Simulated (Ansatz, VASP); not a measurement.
MgO: VASP beside Ansatz

```
CELL_PARAMETERS angstrom
3.38179 0.00000 0.00000
-1.69089 2.92871 0.00000
0.00000 0.00000 4.17804
ATOMIC_POSITIONS crystal
Mg 0.66667 0.33333 0.75000
Mg 0.33333 0.66667 0.25000
O 0.66667 0.33333 0.25000
O 0.33333 0.66667 0.75000
```

Change from the starting cell: strain -0.030 along x and y, +0.000 along z, atoms carried along.

Alike in both runs: task single point; functional PBE; k mesh 6 × 6 × 6; occupations gaussian, width 0.05 eV; no spin polarisation.

|  | VASP | Ansatz |
| --- | --- | --- |
| version | VASP 6.6.1 | Ansatz 0.2.0 |
| potentials or method | VASP PAW PBE potentials, release 64 (Mg, O), cutoff 520 eV | scalar-relativistic, plane waves, PAW |
| valence electrons in the cell | 16 | 32 |

Ansatz gave:

```
gap on the k mesh at the Fermi level (eV)                     : 3.75
least direct gap on the mesh (eV)                             : 3.75
pressure (GPa)                                                : 14.3
traceless stress, the component that is largest in VASP (GPa) : -3.73
```

Problem. Estimate VASP's values.

Solution. gap on the k mesh at the Fermi level (eV): 3.73; least direct gap on the mesh (eV): 3.73; pressure (GPa): 13.9; traceless stress, the component that is largest in VASP (GPa): -3.89.

With one functional, cell and mesh, what is left measures potentials, basis and numerics. VASP's potentials hold 16 valence electrons a cell and Ansatz's 32, so a difference there can come from the potentials and not from the codes.
